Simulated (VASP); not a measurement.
**Os: single point with BLYP**

The system is Os.

```
CELL_PARAMETERS angstrom
2.72126 0.00000 0.00000
-1.36063 2.35668 0.00000
0.00000 0.00000 4.27774
ATOMIC_POSITIONS crystal
Os 0.33333 0.66667 0.25000
Os 0.66667 0.33333 0.75000
```

| Quantity | Value |
| --- | --- |
| Program | VASP 6.6.1 |
| Task | single point |
| Functional | BLYP |
| Potentials or basis | VASP PAW PBE potentials, release 64 (Os) |
| Cutoff | 520 eV |
| k mesh | 21 × 21 × 12 |
| Occupations | fermi-dirac, width 0.1 eV |
| Spin | no spin polarisation |
| Dipole correction | no |
| Further INCAR settings | ALGO = Normal; EDIFF = 1e-06; NBANDS = 15 |

| Item | Value |
| --- | --- |
| Pressure | 39.5 GPa |
| Band gap on the k mesh | zero (bands 8 and 9 overlap by 4.03 eV) |

Stress tensor (GPa, compression positive):
```
38.19  0.00  0.00
 0.00 38.19  0.00
 0.00  0.00 42.19
```

Levels at points of the mesh, in eV from the Fermi level:
```csv
k point,band 4,band 5,band 6,band 7,band 8,band 9,band 10,band 11,band 12,band 13
"(0.00, 0.00, 0.00)",-3.21,-2.88,-2.33,-2.33,-1.72,-1.72,0.38,1.69,1.69,9.40
"(0.00, 0.00, 0.50)",-3.61,-3.42,-3.42,-3.42,-3.42,0.87,0.87,0.87,0.87,14.01
```

It took 43 s on 1 thread of Intel(R) Xeon(R) 6975P-C (Granite Rapids), with other jobs on the host, peak memory 0.23 GiB.

Caveat: the cell stands under pressure; the PAW data sets were made with another functional, which shifts forces and pressure a little; spin-orbit coupling is left out, which moves the levels of the heavy elements.
